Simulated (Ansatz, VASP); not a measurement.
Two plane-wave programs on CaZr2N2

The input INCAR:

```
SYSTEM = CaZr2N2
  PREC = Accurate
  ENCUT = 520
  EDIFF = 1E-6
  ISMEAR = 0
  SIGMA = 0.1
  LREAL = .FALSE.
  LASPH = .TRUE.
  NELM = 150
  ALGO = Normal
  ISIF = 2
  LWAVE = .FALSE.
  LCHARG = .TRUE.
  ISPIN = 2
  MAGMOM = 0 1 1 0 0
  LORBIT = 11
  LMAXMIX = 4
  GGA = PE
  LELF = .TRUE.
  LVHAR = .TRUE.
  NBANDS = 34
```

KPOINTS

```
regular mesh
0
G
  4 4 4
  0 0 0
```

POSCAR

```
CaZr2N2
1.0
    3.7792190774      0.0000000000      0.0000000000
    0.0000000000      3.7792190774      0.0000000000
    0.0000000000      0.0000000000      5.9745838785
Ca Zr N
1 2 2
Direct
    0.0000000000      0.0000000000      0.0000000000
    0.5000000000      0.0000000000      0.5000000000
    0.0000000000      0.5000000000      0.5000000000
    0.5000000000      0.5000000000      0.2668005723
    0.5000000000      0.5000000000      0.7331994277
```

Input for Ansatz:

```yaml
crystal:
  lattice:
    - [3.7792190774, 0.0, 0.0]
    - [0.0, 3.7792190774, 0.0]
    - [0.0, 0.0, 5.9745838785]
  atoms:
    - { symbol: Ca, position: [0.0, 0.0, 0.0] }
    - { symbol: Zr, position: [0.5, 0.0, 0.5], spin: 1.0 }
    - { symbol: Zr, position: [0.0, 0.5, 0.5], spin: 1.0 }
    - { symbol: "N", position: [0.5, 0.5, 0.2668005723] }
    - { symbol: "N", position: [0.5, 0.5, 0.7331994277] }
basis:
  ecutwfc: 420
kpoints:
  mp_grid: { grid: [4, 4, 4] }
hamiltonian:
  xc: pbe
scf:
  occupations: { method: gaussian, width: 0.1 }
  lower_state_search: "off"
output:
  forces: true
  stress: true
  eigenvalues: true
  populations: true
magnetization:
  spin_polarized: true
```

Alike in both runs: task single point; functional PBE; k mesh 4 × 4 × 4; occupations gaussian, width 0.1 eV; collinear spin.

|  | VASP | Ansatz |
| --- | --- | --- |
| version | VASP 6.6.1 | Ansatz 0.2.0 |
| potentials or method | VASP PAW PBE potentials, release 64 (Ca_sv, Zr_sv, N), cutoff 520 eV | scalar-relativistic, plane waves, PAW |
| valence electrons in the cell | 44 | 44 |

```csv
,VASP,Ansatz,Ansatz less VASP
gap on the k mesh at the Fermi level (eV),none,none,-
pressure (GPa),0.4,0.2,-0.15
"traceless stress, the component that is largest in VASP (GPa)",-0.20,-0.17,+0.036
rms of the force components (eV/Å),0.016,0.010,-0.0061
net moment per atom (μB),0.00,0.00,0.000
```

Atom by atom the forces differ by 0.006 eV/Å (rms over components). A gap of «none» marks a metal or a gap that the smearing closes. With one functional, cell and mesh, what is left measures potentials, basis and numerics. Ansatz's warnings: seeded moment not kept.

The k mesh is coarse, so the values compare programs but aren't converged.
